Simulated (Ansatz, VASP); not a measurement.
## Cd2S in VASP and in Ansatz

```
CELL_PARAMETERS angstrom
3.88178 0.00000 0.00000
-1.94089 3.36172 0.00000
0.00000 0.00000 5.69060
ATOMIC_POSITIONS crystal
Cd 0.33333 0.66667 0.93272
Cd 0.66667 0.33333 0.57873
S 0.33333 0.66667 0.36571
```

Alike in both runs: task single point; functional r2SCAN; k mesh 8 × 8 × 5; occupations fermi-dirac, width 0.05 eV; no spin polarisation.

```csv
,VASP,Ansatz
version,VASP 6.6.1,Ansatz 0.2.0
potentials or method,"VASP PAW PBE potentials, release 64 (Cd, S)",Ansatz PAW
plane-wave cutoff (eV),520,500
valence electrons in the cell,30,46
```

|  | VASP | Ansatz | Ansatz less VASP |
| --- | --- | --- | --- |
| gap on the k mesh at the Fermi level (eV) | 0.30 | 0.30 | -0.001 |
| least direct gap on the mesh (eV) | 0.70 | 0.69 | -0.002 |
| pressure (GPa) | 1.7 | 1.3 | -0.33 |
| traceless stress, the component that is largest in VASP (GPa) | 1.00 | 0.91 | -0.090 |
| rms of the force components (eV/Å) | 0.103 | 0.093 | -0.0103 |

VASP's potentials were made for PBE, not for r2SCAN. Atom by atom the forces differ by 0.011 eV/Å (rms over components). VASP's potentials hold 30 valence electrons a cell and Ansatz's 46, so a difference there can come from the potentials and not from the codes.

Noted on Ansatz's run: odd divisions of the mesh miss points on the zone boundary, where band edges often lie, so the gap on the mesh can be too wide.
